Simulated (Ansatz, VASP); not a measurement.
**ZnS in VASP and in Ansatz**

The input INCAR:

```
PREC     = Accurate       # precision mode
ENCUT    = 520            # plane-wave cutoff, eV
EDIFF    = 1E-6           # SCF threshold, eV
ISMEAR   = 0              # smearing method
SIGMA    = 0.05           # smearing width, eV
LREAL    = False          # projectors in reciprocal space
LASPH    = True           # aspherical terms in the spheres
NELM     = 60             # most SCF steps
ALGO     = Normal         # electronic algorithm
ISIF     = 2              # what is computed and relaxed
LWAVE    = False          # write WAVECAR
LCHARG   = True           # write CHGCAR
GGA      = CA             # functional
LELF     = True           # ELF
LVHAR    = True         
NBANDS   = 36             # bands
```

Contents of KPOINTS:

```
Automatic mesh
0
Gamma
  8 8 3
```

File POSCAR:

```
ZnS
1.0
    2.7046500000     -2.7046500000      0.0000000000
    2.7046500000      0.0000000000     -2.7046500000
    9.9168696900      3.1555151550      3.1555151550
Zn S
3 3
Direct
    0.5624763900      0.5624763900      0.1250333333
   -0.6597236100     -0.6597236100      0.7917000000
   -0.0486236100     -0.0486236100      0.4583666667
   -0.0624986100     -0.0624986100      0.8750333333
    0.5486013900      0.5486013900      0.5417000000
    0.1597013900      0.1597013900      0.2083666667
```

Input for Ansatz:

```yaml
crystal:
  lattice:
    - [2.70465, -2.70465, 0.0]
    - [2.70465, 0.0, -2.70465]
    - [9.91686969, 3.155515155, 3.155515155]
  atoms:
    - { symbol: Zn, position: [0.56247639, 0.56247639, 0.1250333333] }
    - { symbol: Zn, position: [-0.65972361, -0.65972361, 0.7917] }
    - { symbol: Zn, position: [-0.04862361, -0.04862361, 0.4583666667] }
    - { symbol: S, position: [-0.06249861, -0.06249861, 0.8750333333] }
    - { symbol: S, position: [0.54860139, 0.54860139, 0.5417] }
    - { symbol: S, position: [0.15970139, 0.15970139, 0.2083666667] }
basis:
  ecutwfc: 420
kpoints:
  mp_grid: { grid: [8, 8, 3] }
hamiltonian:
  xc: lda
scf:
  occupations: { method: gaussian, width: 0.05 }
output:
  forces: true
  stress: true
  eigenvalues: true
```

Alike in both runs: task single point; functional LDA; k mesh 8 × 8 × 3; occupations gaussian, width 0.05 eV; no spin polarisation.

```csv
,VASP,Ansatz
version,VASP 6.6.1,Ansatz 0.2.0
potentials or method,"VASP PAW LDA potentials, release 64 (Zn, S), cutoff 520 eV","scalar-relativistic, plane waves, PAW"
valence electrons in the cell,54,54
```

```tsv
	VASP	Ansatz	Ansatz less VASP
gap on the k mesh at the Fermi level (eV)	1.57	1.54	-0.028
least direct gap on the mesh (eV)	1.57	1.54	-0.028
pressure (GPa)	-5.2	-5.4	-0.18
traceless stress, the component that is largest in VASP (GPa)	-1.66	-1.65	+0.012
rms of the force components (eV/Å)	0.235	0.234	-0.0004
```

LDA's correlation is that of Perdew and Zunger in VASP and of Perdew and Wang (1992) in Ansatz. Atom by atom the forces differ by 0.003 eV/Å (rms over components).
